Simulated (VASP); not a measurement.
# Na (P6_3/mmc) in VASP: relaxation of cell and atoms with LDA

Aim: the relaxation of cell and atoms of Na with LDA.

All numbers are computed with VASP 6.6.1; they aren't measurements. Logs are shortened: lines on timing, memory, paths and dates and some standing lists are left out, and cuts for length are marked.

### 1 The cell of the first run

The structure is hexagonal, space group P6_3/mmc (No. 194). Conventional cell: a = 3.599 Å, b = 3.599 Å, c = 5.960 Å, α = 90.00°, β = 90.00°, γ = 120.00°. Na (site symmetry -6m2) has 12 Na at 3.60 to 3.63 Å within 4.7 Å.

This isn't the form of Na at room conditions, which is bcc.

### 2 Relaxation of cell and atoms, LDA

Input file INCAR:

```
PREC     = Accurate       # precision mode
ENCUT    = 600            # plane-wave cutoff, eV
EDIFF    = 1E-6           # SCF threshold, eV
ISMEAR   = 1              # smearing method
SIGMA    = 0.05           # smearing width, eV
LREAL    = False          # projectors in reciprocal space
LASPH    = True           # aspherical terms in the spheres
NELM     = 100            # most SCF steps
ALGO     = Normal         # electronic algorithm
ISIF     = 3              # what is computed and relaxed
LWAVE    = False          # write WAVECAR
LCHARG   = False          # write CHGCAR
IBRION   = 2              # ionic algorithm
NSW      = 80             # ionic steps
EDIFFG   = -0.02          # ionic threshold
```

Input file KPOINTS:

```
Automatic mesh
0
Gamma
  14 14 8
```

Input file POSCAR:

```
Na
1.0
    3.5989707777      0.0000000000      0.0000000000
   -1.7994853889      3.1168001210      0.0000000000
    0.0000000000      0.0000000000      5.9595619399
Na
2
Direct
    0.3333333333      0.6666666667      0.2500000000
    0.6666666667      0.3333333333      0.7500000000
```

Potentials or basis: VASP PAW LDA potentials, release 64 (Na_pv).

Started as:

```console
cat potpaw_LDA.64/Na_pv/POTCAR > POTCAR
mpirun -np 1 vasp_std > vasp.out
```

OUTCAR:

```text
PREC = Accurate
   ENCUT = 600
   EDIFF = 1E-6
   ISMEAR = 1
   LREAL = False
   LASPH = True
   NELM = 100
   ISIF = 3
   IBRION = 2
   NSW = 80
   EDIFFG = -0.02

 ion  position               nearest neighbor table
   1  0.333  0.667  0.250-
   2  0.667  0.333  0.750-

  LATTYP: Found a hexagonal cell.
 ALAT       =     3.5989707777
 C/A-ratio  =     1.6559072879

  Lattice vectors:

 A1 = (   3.5989707777,   0.0000000000,   0.0000000000)
 A2 = (  -1.7994853889,   3.1168001210,   0.0000000000)
 A3 = (   0.0000000000,   0.0000000000,   5.9595619399)

Analysis of symmetry for initial positions (statically):
=====================================================================
 Subroutine PRICEL returns:
 Original cell was already a primitive cell.

 Routine SETGRP: Setting up the symmetry group for a
 hexagonal supercell.

 Subroutine GETGRP returns: Found 24 space group operations
 (whereof 12 operations were pure point group operations)
 out of a pool of 24 trial point group operations.

The static configuration has the point symmetry D_3d.
 The point group associated with its full space group is D_6h.

Analysis of symmetry for dynamics (positions and initial velocities):
=====================================================================
 Subroutine PRICEL returns:
 Original cell was already a primitive cell.

 Routine SETGRP: Setting up the symmetry group for a
 hexagonal supercell.

 Subroutine GETGRP returns: Found 24 space group operations
 (whereof 12 operations were pure point group operations)
 out of a pool of 24 trial point group operations.

The dynamic configuration has the point symmetry D_3d.
 The point group associated with its full space group is D_6h.

 Subroutine INISYM returns: Found 24 space group operations
 (whereof 12 operations are pure point group operations),
 and found     1 'primitive' translations

----------------------------------------------------------------------------------------

                                     Primitive cell

  volume of cell :      66.8500

  direct lattice vectors                    reciprocal lattice vectors
     3.598970778  0.000000000  0.000000000     0.277857216  0.160420938  0.000000000
    -1.799485389  3.116800121  0.000000000     0.000000000  0.320841877  0.000000000
     0.000000000  0.000000000  5.959561940     0.000000000  0.000000000  0.167797568

  length of vectors
     3.598970778  3.598970778  5.959561940     0.320841877  0.320841877  0.167797568

  position of ions in fractional coordinates (direct lattice)
     0.333333333  0.666666667  0.250000000
     0.666666667  0.333333333  0.750000000

  ion indices of the primitive-cell ions
   primitive index   ion index
                 1           1
                 2           2

----------------------------------------------------------------------------------------

 KPOINTS: Automatic mesh

Automatic generation of k-mesh.
 Grid dimensions read from file:
 generate k-points for:   14   14    8

 Generating k-lattice:

  Cartesian coordinates                     Fractional coordinates (reciprocal lattice)
     0.019846944  0.011458638  0.000000000     0.071428571  0.000000000  0.000000000
     0.000000000  0.022917277  0.000000000     0.000000000  0.071428571  0.000000000
     0.000000000  0.000000000  0.020974696     0.000000000  0.000000000  0.125000000

  Length of vectors
     0.022917277  0.022917277  0.020974696

  Shift w.r.t. Gamma in fractional coordinates (k-lattice)
     0.000000000  0.000000000  0.000000000

 Subroutine IBZKPT returns following result:
 ===========================================

 Found    120 irreducible k-points:

 Following reciprocal coordinates:
            Coordinates               Weight
  0.000000  0.000000  0.000000      1.000000
  0.071429  0.000000  0.000000      6.000000
  0.142857  0.000000  0.000000      6.000000
  0.214286  0.000000  0.000000      6.000000
  0.285714  0.000000  0.000000      6.000000
  0.357143  0.000000  0.000000      6.000000
[... 16 lines left out ...]
  0.285714  0.285714  0.000000      6.000000
  0.357143  0.285714  0.000000      6.000000
 [... further k-points ...]
   k-points           NKPTS =    120   k-points in BZ     NKDIM =    120   number of bands    NBANDS=     11
   number of dos      NEDOS =    301   number of ions     NIONS =      2
   total plane-waves  NPLWV =  43200
   dimension x,y,z NGX =    30 NGY =   30 NGZ =   48
   dimension x,y,z NGXF=    60 NGYF=   60 NGZF=   96
   ions per type =               2
   NGX,Y,Z   is equivalent  to a cutoff of  13.86, 13.86, 13.39 a.u.
   NGXF,Y,Z  is equivalent  to a cutoff of  27.72, 27.72, 26.78 a.u.
 SYSTEM =  unknown system
   PREC   = accura    normal or accurate (medium, high low for compatibility)
   ISTART =      0    job   : 0-new  1-cont  2-samecut
   ICHARG =      2    charge: 1-file 2-atom 10-const
   ISPIN  =      1    spin polarized calculation?
   LNONCOLLINEAR =      F non collinear calculations
   LSORBIT =      F    spin-orbit coupling
   LASPH  =      T    aspherical Exc in radial PAW
   ENCUT  =  600.0 eV  44.10 Ry    6.64 a.u.   7.19  7.19 11.90*2*pi/ulx,y,z
   NELM   =    100;   NELMIN=  2; NELMDL= -5     # of ELM steps
   EDIFF  = 0.1E-05   stopping-criterion for ELM
   LREAL  =      F    real-space projection
   EDIFFG = -.2E-01   stopping-criterion for IOM
   NSW    =     80    number of steps for IOM
   IBRION =      2    ionic relax: 0-MD 1-quasi-New 2-CG
   NFREE  =      1    steps in history (QN), initial steepest desc. (CG)
   ISIF   =      3    stress and relaxation
   ISYM   =      2    0-nonsym 1-usesym 2-fastsym
   POTIM  = 0.5000    time-step for ionic-motion
   TEBEG  =    0.0;   TEEND  =   0.0 temperature during run
   PSTRESS=    0.0 pullay stress
   NELECT =      14.0000    total number of electrons
   NUPDOWN=      -1.0000    fix difference up-down
   EMIN   =  10.00;   EMAX   =-10.00  energy-range for DOS
   EFERMI =   0.00;   METHOD = LEGACY
   ISMEAR =     1;   SIGMA  =   0.05  broadening in eV -4-tet -1-fermi 0-gaus
   EFERMI_NEDOS =   21; number of points for ismear=-14 and -15
   IALGO  =     38    algorithm
   IMIX   =      4    mixing-type and parameters
     AMIX     =   0.40;   BMIX     =  1.00
     AMIX_MAG =   1.60;   BMIX_MAG =  1.00
  volume/ion in A,a.u.               =      33.43       225.56
  Fermi-wavevector in a.u.,A,eV,Ry     =   0.972188  1.837169 12.859543  0.945150
  Thomas-Fermi vector in A             =   2.102466
   LORBIT       =      0    0 simple, 1 ext, 2 COOP (PROOUT), +10 PAW based schemes
   GGA     = CA    functional components
   LHFCALC =     F    Hartree Fock is set to
   AEXX    =    0.0000 exact exchange contribution
   IVDW    =     0    specifies the selected vdW correction
   LEPSILON=     F    determine dielectric tensor
   LRPA    =     F    only Hartree local field effects (RPA)
 conjugate gradient relaxation of ions
 non-spin polarized calculation
 Methfessel and Paxton  Order N= 1 SIGMA  =   0.05
  energy-cutoff  :      600.00
  volume of cell :       66.85
 maximum number of plane-waves:      2250
 NGX is ok and might be reduce to    30
   NGX = 15   NGY = 15   NGZ = 23

--------------------------------------- Ionic step        1  -------------------------------------------

 number of electron      13.9999991 magnetization

 Free energy of the ion-electron system (eV)
  ---------------------------------------------------
  ext. energy  EPLUGINS =         0.00000000
  ---------------------------------------------------
  free energy    TOTEN  =        -2.91065963 eV

  energy without entropy =       -2.91050634  energy(sigma->0) =       -2.91060854

------------------------ aborting loop because EDIFF is reached ----------------------------------------

  FORCE on cell =-STRESS in cart. coord.  units (eV):
  Direction    XX          YY          ZZ          XY          YZ          ZX
  --------------------------------------------------------------------------------------
  -------------------------------------------------------------------------------------
  Total        0.0222401      0.0222401     -0.0563458     -0.0000000     -0.0000000      0.0000000
  in kB        0.5330230      0.5330230     -1.3504262     -0.0000000     -0.0000000      0.0000000
  external PRESSURE =      -0.0947934 kB  Pullay stress =       0.0000000 kB
[... 129 lines left out ...]
  energy  without entropy=       -2.9109781789  energy(sigma->0) =       -2.91108003

--------------------------------------- Ionic step        5  -------------------------------------------

 number of electron      13.9999995 magnetization

 Free energy of the ion-electron system (eV)
  ---------------------------------------------------
  ext. energy  EPLUGINS =         0.00000000
  ---------------------------------------------------
  free energy    TOTEN  =        -2.91116027 eV

  energy without entropy =       -2.91106650  energy(sigma->0) =       -2.91112902

 E-fermi :   0.4507     XC(G=0):  -7.0319

 val. band max:        0.4176975772   @ k =   0.2143   0.0714   0.2500
 cond. band min:       0.4653543202   @ k =   0.2857   0.2143   0.3750
 fundamental gap:      0.0476567430
 Fermi energy:         0.4506797030

 k-point     1 :       0.0000    0.0000    0.0000
  band No.  band energies     occupation
      1     -24.4401      2.00000
      2     -24.3950      2.00000
      3     -24.3950      2.00000
      4     -24.3878      2.00000
      5     -24.3878      2.00000
      6     -24.3875      2.00000
      7      -3.0428      2.00000
      8       1.0730     -0.00000
      9       1.5104      0.00000
     10      10.9963      0.00000
     11      10.9963      0.00000
[... 309 lines left out ...]
 k-point    24 :       0.3571    0.2857    0.0000
  band No.  band energies     occupation
      1     -24.4272      2.00000
      2     -24.4193      2.00000
      3     -24.4184      2.00000
      4     -24.4097      2.00000
      5     -24.4095      2.00000
      6     -24.4055      2.00000
      7       1.5883      0.00000
      8       1.7518      0.00000
      9       2.6879      0.00000
     10       5.4284      0.00000
     11       5.4412      0.00000

 [... further k-points ...]
[... 5 lines left out ...]
  --------------------------------------------------------------------------------------
  -------------------------------------------------------------------------------------
  Total       -0.0207922     -0.0207922     -0.0140003      0.0000000     -0.0000000      0.0000000
  in kB       -0.4995945     -0.4995945     -0.3363974      0.0000000     -0.0000000      0.0000000
  external PRESSURE =      -0.4451955 kB  Pullay stress =       0.0000000 kB
[... 17 lines left out ...]
  FREE ENERGIE OF THE ION-ELECTRON SYSTEM (eV)
  ---------------------------------------------------
  free  energy   TOTEN  =        -2.9111602747 eV

  energy  without entropy=       -2.9110664973  energy(sigma->0) =       -2.91112902

 reached required accuracy - stopping structural energy minimisation
```

Run time: 72 s. Hardware: 1 thread of Intel Xeon 6975P-C (Granite Rapids), shared host; peak memory 0.21 GiB.

What came out:

```
Free energy                           : -2.9112 eV
Relaxed volume                        : 33.34 Å³/atom
Relaxed cell                          : a = 3.616 Å, b = 3.616 Å, c = 5.890 Å, α = 90.00°, β = 90.00°, γ = 120.00°
Space group after relaxing (to 0.1 Å) : P6_3/mmc (No. 194)
Energy gained by relaxing             : 0.3 meV/atom
Ionic steps                           : 5
Pressure after relaxing               : 0.0 GPa
Band gap on the k mesh                : zero (bands 7 and 8 overlap by 4.36 eV)
```

Step by step:
```
step  energy change (eV)  largest force (eV/Å)  pressure (GPa)  volume (Å³)
   1              0.0000                0.0000           -0.01        66.85
   2             -0.0001                0.0000           -0.01        66.83
   3             -0.0003                0.0000           -0.06        66.77
   4             -0.0005                0.0000           -0.08        66.65
   5             -0.0005                0.0000           -0.04        66.68
```

Final structure:
```yaml
crystal:
  lattice:
    - [3.61557, 0.00000, 0.00000]
    - [-1.80778, 3.13117, 0.00000]
    - [0.00000, 0.00000, 5.88993]
  atoms:
    - { symbol: Na, position: [0.33333, 0.66667, 0.25000] }
    - { symbol: Na, position: [0.66667, 0.33333, 0.75000] }
```

The gap in the log of VASP goes by the Fermi energy; the results here count the filled bands.